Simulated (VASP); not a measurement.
# Ti in VASP: further runs

The runs below take Ti through single point, with PBE.

Program: VASP 6.6.1. These are calculated values, not measurements. Logs are shortened: lines on timing, memory, paths and dates and some standing lists are left out, and cuts for length are marked.

**1. The cell of the first run**

Symmetry: P6_3/mmc, No. 194, hexagonal system. Conventional cell: a = 2.938 Å, b = 2.938 Å, c = 4.652 Å, α = 90.00°, β = 90.00°, γ = 120.00°. Ti (site symmetry -6m2) has 12 Ti at 2.88 to 2.94 Å within 3.8 Å.

**2. Single point, PBE**

Contents of INCAR:

```
SYSTEM = Ti
PREC     = Accurate       ! precision mode
ENCUT    = 520            ! plane-wave cutoff, eV
EDIFF    = 1E-7           ! SCF threshold, eV
ISMEAR   = 0              ! smearing method
SIGMA    = 0.1            ! smearing width, eV
LREAL    = .False.        ! projectors in reciprocal space
LASPH    = .True.         ! aspherical terms in the spheres
NELM     = 100            ! most SCF steps
ALGO     = Fast           ! electronic algorithm
ISIF     = 2              ! what is computed and relaxed
LWAVE    = .False.        ! write WAVECAR
LCHARG   = .False.        ! write CHGCAR
GGA      = PE             ! functional
NBANDS   = 19             ! bands
```

Contents of KPOINTS:

```
regular mesh
0
Gamma
  21 21 12
  0 0 0
```

Contents of POSCAR:

```
Ti
1.0
    2.9381246748      0.0000000000      0.0000000000
   -1.4690623374      2.5444906079      0.0000000000
    0.0000000000      0.0000000000      4.6521206425
Ti
2
Direct
    0.3333333333      0.6666666667      0.2500000000
    0.6666666667      0.3333333333      0.7500000000
```

Potentials or basis: VASP PAW PBE potentials, release 64 (Ti_sv).

On the command line:

```
$ cat potpaw_PBE.64/Ti_sv/POTCAR > POTCAR
$ mpirun -np 1 vasp_std > vasp.out
```

OUTCAR:

```text
SYSTEM = Ti
   PREC = Accurate
   ENCUT = 520
   EDIFF = 1E-7
   ISMEAR = 0
   LREAL = .False.
   LASPH = .True.
   NELM = 100
   ISIF = 2
   GGA = PE

 ion  position               nearest neighbor table
   1  0.333  0.667  0.250-   2 2.88   2 2.88   2 2.88   2 2.88   2 2.88   2 2.88
   2  0.667  0.333  0.750-   1 2.88   1 2.88   1 2.88   1 2.88   1 2.88   1 2.88

  LATTYP: Found a hexagonal cell.
 ALAT       =     2.9381246748
 C/A-ratio  =     1.5833639336

  Lattice vectors:

 A1 = (   2.9381246748,   0.0000000000,   0.0000000000)
 A2 = (  -1.4690623374,   2.5444906079,   0.0000000000)
 A3 = (   0.0000000000,   0.0000000000,   4.6521206425)

Analysis of symmetry for initial positions (statically):
=====================================================================
 Subroutine PRICEL returns:
 Original cell was already a primitive cell.

 Routine SETGRP: Setting up the symmetry group for a
 hexagonal supercell.

 Subroutine GETGRP returns: Found 24 space group operations
 (whereof 12 operations were pure point group operations)
 out of a pool of 24 trial point group operations.

The static configuration has the point symmetry D_3d.
 The point group associated with its full space group is D_6h.

Analysis of symmetry for dynamics (positions and initial velocities):
=====================================================================
 Subroutine PRICEL returns:
 Original cell was already a primitive cell.

 Routine SETGRP: Setting up the symmetry group for a
 hexagonal supercell.

 Subroutine GETGRP returns: Found 24 space group operations
 (whereof 12 operations were pure point group operations)
 out of a pool of 24 trial point group operations.

The dynamic configuration has the point symmetry D_3d.
 The point group associated with its full space group is D_6h.

 Subroutine INISYM returns: Found 24 space group operations
 (whereof 12 operations are pure point group operations),
 and found     1 'primitive' translations

----------------------------------------------------------------------------------------

                                     Primitive cell

  volume of cell :      34.7794

  direct lattice vectors                    reciprocal lattice vectors
     2.938124675  0.000000000  0.000000000     0.340353154  0.196502985  0.000000000
    -1.469062337  2.544490608  0.000000000     0.000000000  0.393005970  0.000000000
     0.000000000  0.000000000  4.652120642     0.000000000  0.000000000  0.214955732

  length of vectors
     2.938124675  2.938124675  4.652120642     0.393005970  0.393005970  0.214955732

  position of ions in fractional coordinates (direct lattice)
     0.333333333  0.666666667  0.250000000
     0.666666667  0.333333333  0.750000000

  ion indices of the primitive-cell ions
   primitive index   ion index
                 1           1
                 2           2

----------------------------------------------------------------------------------------

 KPOINTS: regular mesh

Automatic generation of k-mesh.
 Grid dimensions read from file:
 generate k-points for:   21   21   12

 Generating k-lattice:

  Cartesian coordinates                     Fractional coordinates (reciprocal lattice)
     0.016207293  0.009357285  0.000000000     0.047619048 -0.000000000  0.000000000
     0.000000000  0.018714570  0.000000000     0.000000000  0.047619048  0.000000000
     0.000000000  0.000000000  0.017912978     0.000000000  0.000000000  0.083333333

  Length of vectors
     0.018714570  0.018714570  0.017912978

  Shift w.r.t. Gamma in fractional coordinates (k-lattice)
     0.000000000  0.000000000  0.000000000

 Subroutine IBZKPT returns following result:
 ===========================================

 Found    336 irreducible k-points:

 Following reciprocal coordinates:
            Coordinates               Weight
  0.000000  0.000000  0.000000      1.000000
  0.047619  0.000000  0.000000      6.000000
  0.095238  0.000000  0.000000      6.000000
  0.142857 -0.000000  0.000000      6.000000
  0.190476  0.000000  0.000000      6.000000
  0.238095  0.000000  0.000000      6.000000
[... 16 lines left out ...]
  0.142857  0.095238  0.000000     12.000000
  0.190476  0.095238  0.000000     12.000000
 [... further k-points ...]
   k-points           NKPTS =    336   k-points in BZ     NKDIM =    336   number of bands    NBANDS=     19
   number of dos      NEDOS =    301   number of ions     NIONS =      2
   total plane-waves  NPLWV =  20736
   dimension x,y,z NGX =    24 NGY =   24 NGZ =   36
   dimension x,y,z NGXF=    48 NGYF=   48 NGZF=   72
   ions per type =               2
   NGX,Y,Z   is equivalent  to a cutoff of  13.58, 13.58, 12.86 a.u.
   NGXF,Y,Z  is equivalent  to a cutoff of  27.16, 27.16, 25.73 a.u.
 SYSTEM =  Ti
   PREC   = accura    normal or accurate (medium, high low for compatibility)
   ISTART =      0    job   : 0-new  1-cont  2-samecut
   ICHARG =      2    charge: 1-file 2-atom 10-const
   ISPIN  =      1    spin polarized calculation?
   LNONCOLLINEAR =      F non collinear calculations
   LSORBIT =      F    spin-orbit coupling
   LASPH  =      T    aspherical Exc in radial PAW
   ENCUT  =  520.0 eV  38.22 Ry    6.18 a.u.   5.46  5.46  8.65*2*pi/ulx,y,z
   NELM   =    100;   NELMIN=  2; NELMDL= -5     # of ELM steps
   EDIFF  = 0.1E-06   stopping-criterion for ELM
   LREAL  =      F    real-space projection
   EDIFFG = 0.1E-05   stopping-criterion for IOM
   NSW    =      0    number of steps for IOM
   IBRION =     -1    ionic relax: 0-MD 1-quasi-New 2-CG
   NFREE  =      0    steps in history (QN), initial steepest desc. (CG)
   ISIF   =      2    stress and relaxation
   ISYM   =      2    0-nonsym 1-usesym 2-fastsym
   POTIM  = 0.5000    time-step for ionic-motion
   TEBEG  =    0.0;   TEEND  =   0.0 temperature during run
   PSTRESS=    0.0 pullay stress
   NELECT =      24.0000    total number of electrons
   NUPDOWN=      -1.0000    fix difference up-down
   EMIN   =  10.00;   EMAX   =-10.00  energy-range for DOS
   EFERMI =   0.00;   METHOD = LEGACY
   ISMEAR =     0;   SIGMA  =   0.10  broadening in eV -4-tet -1-fermi 0-gaus
   EFERMI_NEDOS =   21; number of points for ismear=-14 and -15
   IALGO  =     68    algorithm
   IMIX   =      4    mixing-type and parameters
     AMIX     =   0.40;   BMIX     =  1.00
     AMIX_MAG =   1.60;   BMIX_MAG =  1.00
  volume/ion in A,a.u.               =      17.39       117.35
  Fermi-wavevector in a.u.,A,eV,Ry     =   1.446676  2.733821 28.475239  2.092871
  Thomas-Fermi vector in A             =   2.564717
   LORBIT       =      0    0 simple, 1 ext, 2 COOP (PROOUT), +10 PAW based schemes
   GGA     = PE    functional components
   LHFCALC =     F    Hartree Fock is set to
   AEXX    =    0.0000 exact exchange contribution
   IVDW    =     0    specifies the selected vdW correction
   LEPSILON=     F    determine dielectric tensor
   LRPA    =     F    only Hartree local field effects (RPA)
 non-spin polarized calculation
 RMM-DIIS sequential band-by-band and
 Gauss-broadening in eV      SIGMA  =   0.10
  energy-cutoff  :      520.00
  volume of cell :       34.78
 maximum number of plane-waves:       965
 NGX is ok and might be reduce to    24
   NGX = 11   NGY = 11   NGZ = 17

 number of electron      24.0000002 magnetization

 Free energy of the ion-electron system (eV)
  ---------------------------------------------------
  ext. energy  EPLUGINS =         0.00000000
  ---------------------------------------------------
  free energy    TOTEN  =       -15.67701917 eV

  energy without entropy =      -15.66706775  energy(sigma->0) =      -15.67204346

 E-fermi :   8.3321     XC(G=0): -11.4919

 val. band max:        8.3259498994   @ k =   0.1905   0.0000   0.3333
 cond. band min:       8.3333507547   @ k =   0.2857   0.1905   0.5000
 fundamental gap:      0.0074008553
 Fermi energy:         8.3320853683

 k-point     1 :       0.0000    0.0000    0.0000
  band No.  band energies     occupation
      1     -48.5414      2.00000
      2     -48.4052      2.00000
      3     -25.1290      2.00000
      4     -24.4867      2.00000
      5     -24.4867      2.00000
      6     -24.4237      2.00000
[... 11 lines left out ...]
     18       9.9412      0.00000
     19      11.4675      0.00000

 k-point     2 :       0.0476    0.0000    0.0000
  band No.  band energies     occupation
      1     -48.5391      2.00000
      2     -48.4043      2.00000
      3     -25.1241      2.00000
      4     -24.4970      2.00000
      5     -24.4902      2.00000
      6     -24.4258      2.00000
[... 11 lines left out ...]
     18       9.9047      0.00000
     19      11.4893      0.00000

 k-point     3 :       0.0952    0.0000    0.0000
  band No.  band energies     occupation
      1     -48.5326      2.00000
      2     -48.4018      2.00000
      3     -25.1093      2.00000
      4     -24.5268      2.00000
      5     -24.5001      2.00000
      6     -24.4321      2.00000
[... 11 lines left out ...]
     18       9.8044      0.00000
     19      11.5396      0.00000

 k-point     4 :       0.1429   -0.0000    0.0000
  band No.  band energies     occupation
      1     -48.5221      2.00000
      2     -48.3979      2.00000
      3     -25.0856      2.00000
      4     -24.5738      2.00000
      5     -24.5153      2.00000
      6     -24.4758      2.00000
[... 11 lines left out ...]
     18       9.9419      0.00000
     19      11.6080      0.00000

 k-point     5 :       0.1905    0.0000    0.0000
  band No.  band energies     occupation
      1     -48.5086      2.00000
      2     -48.3933      2.00000
      3     -25.0539      2.00000
      4     -24.6340      2.00000
      5     -24.5356      2.00000
      6     -24.5342      2.00000
[... 11 lines left out ...]
     18      10.1936      0.00000
     19      11.6782      0.00000
[... 334 lines left out ...]
      2     -48.3805      2.00000
      3     -24.9534      2.00000
      4     -24.8309      2.00000
      5     -24.8215      2.00000
      6     -24.6341      2.00000
[... 11 lines left out ...]
     18      11.8685      0.00000
     19      12.7030      0.00000

 k-point    22 :       0.0952    0.0952    0.0000
  band No.  band energies     occupation
      1     -48.5162      2.00000
      2     -48.3958      2.00000
      3     -25.0717      2.00000
      4     -24.5907      2.00000
      5     -24.5487      2.00000
      6     -24.4809      2.00000
[... 11 lines left out ...]
     18      10.1040      0.00000
     19      11.6201      0.00000

 k-point    23 :       0.1429    0.0952    0.0000
  band No.  band energies     occupation
      1     -48.5031      2.00000
      2     -48.3915      2.00000
      3     -25.0408      2.00000
      4     -24.6415      2.00000
      5     -24.5955      2.00000
      6     -24.5109      2.00000
[... 11 lines left out ...]
     18      10.3913      0.00000
     19      11.6669      0.00000

 k-point    24 :       0.1905    0.0952    0.0000
  band No.  band energies     occupation
      1     -48.4879      2.00000
      2     -48.3871      2.00000
      3     -25.0035      2.00000
      4     -24.7032      2.00000
      5     -24.6456      2.00000
      6     -24.5427      2.00000
[... 11 lines left out ...]
     18      10.7272      0.00000
     19      11.7116      0.00000

 [... further k-points ...]
[... 5 lines left out ...]
  --------------------------------------------------------------------------------------
  -------------------------------------------------------------------------------------
  Total       -0.0598827     -0.0598827     -0.0749060      0.0000000      0.0000000      0.0000000
  in kB       -2.7586077     -2.7586077     -3.4506825      0.0000000      0.0000000      0.0000000
  external PRESSURE =      -2.9892993 kB  Pullay stress =       0.0000000 kB

 VOLUME and BASIS-vectors are now :
 -----------------------------------------------------------------------------
  energy-cutoff  :      520.00
  volume of cell :       34.78
      direct lattice vectors                 reciprocal lattice vectors
     2.938124675  0.000000000  0.000000000     0.340353154  0.196502985  0.000000000
    -1.469062337  2.544490608  0.000000000     0.000000000  0.393005970  0.000000000
     0.000000000  0.000000000  4.652120642     0.000000000  0.000000000  0.214955732

 POSITION                                       TOTAL-FORCE (eV/Angst)
 -----------------------------------------------------------------------------------
     -0.00000      1.69633      1.16303        -0.000000      0.000000      0.000000
      1.46906      0.84816      3.48909         0.000000     -0.000000      0.000000
 -----------------------------------------------------------------------------------
    total drift:                               -0.000000      0.000000     -0.000000

  FREE ENERGIE OF THE ION-ELECTRON SYSTEM (eV)
  ---------------------------------------------------
  free  energy   TOTEN  =       -15.6770191738 eV

  energy  without entropy=      -15.6670677461  energy(sigma->0) =      -15.67204346
```

It took 9.8 min on 1 thread of Intel Xeon Platinum 8375C at 2.90GHz (Ice Lake), shared host; peak memory 0.3 GiB.

Results:

* Free energy: -15.6770 eV
* Pressure: -0.3 GPa
* Band gap on the k mesh: zero (band 12 reaches 9.10 eV, above the bottom of band 13 at 8.00 eV)

Levels at points of the mesh, in eV from the Fermi level:
| k point | band 9 | band 10 | band 11 | band 12 | band 13 | band 14 | band 15 | band 16 |
| --- | --- | --- | --- | --- | --- | --- | --- | --- |
| (0.00, 0.00, 0.00) | -6.22 | -2.70 | 0.76 | 0.76 | 0.76 | 0.88 | 1.26 | 1.26 |
| (0.00, 0.00, 0.50) | -4.36 | -4.36 | 0.07 | 0.07 | 0.67 | 0.67 | 0.67 | 0.67 |

**3. Single point, PBE**

Contents of INCAR:

```
SYSTEM = Ti
PREC = Accurate
ENCUT = 520
EDIFF = 1E-7
ISMEAR = 0
SIGMA = 0.1
LREAL = .False.
LASPH = .True.
NELM = 80
ALGO = Fast
ISIF = 2
LWAVE = .False.
LCHARG = .True.
GGA = PE
LELF = .True.
LVHAR = .True.
NBANDS = 19
```

Contents of KPOINTS:

```
Automatic mesh
0
Gamma
  22 22 12
  0 0 0
```

Contents of POSCAR:

```
Ti
1.0
    1.4695216015     -2.5455691606      0.0000000000
    1.4695216015      2.5455691606      0.0000000000
    0.0000000000      0.0000000000      4.6498605524
Ti
2
Direct
    0.8333559493      0.1666440507      0.2500000000
    0.1666440507      0.8333559493      0.7500000000
```

Potentials or basis: VASP PAW PBE potentials, release 64 (Ti_sv).

On the command line:

```
$ cat potpaw_PBE.64/Ti_sv/POTCAR > POTCAR
$ mpirun -np 1 vasp_std > vasp.out
```

Run time: 37 min. Hardware: 1 thread of AMD EPYC 9R45 (Zen 5), shared host; peak memory 0.52 GiB.

The run converged. Its results:

```yaml
Free_energy: -15.6734 eV
Pressure: -0.3 GPa
Band_gap_on_the_k_mesh: zero (band 12 reaches 9.09 eV, above the bottom of band 13 at 7.95 eV)
```

Levels at points of the mesh, in eV from the Fermi level:
```csv
k point,band 10,band 11,band 12,band 13,band 14,band 15
"(0.00, 0.00, 0.00)",-2.70,0.76,0.76,0.76,0.88,1.26
"(0.50, 0.00, 0.00)",-2.16,-1.85,-0.65,0.46,0.62,1.17
"(0.50, 0.50, 0.00)",-2.16,-1.85,-0.65,0.46,0.62,1.17
"(0.00, 0.00, 0.50)",-4.36,0.08,0.08,0.66,0.66,0.67
"(0.50, 0.00, 0.50)",-2.55,-0.82,-0.82,1.31,1.31,1.71
"(0.50, 0.50, 0.50)",-2.55,-0.82,-0.82,1.31,1.31,1.71
```
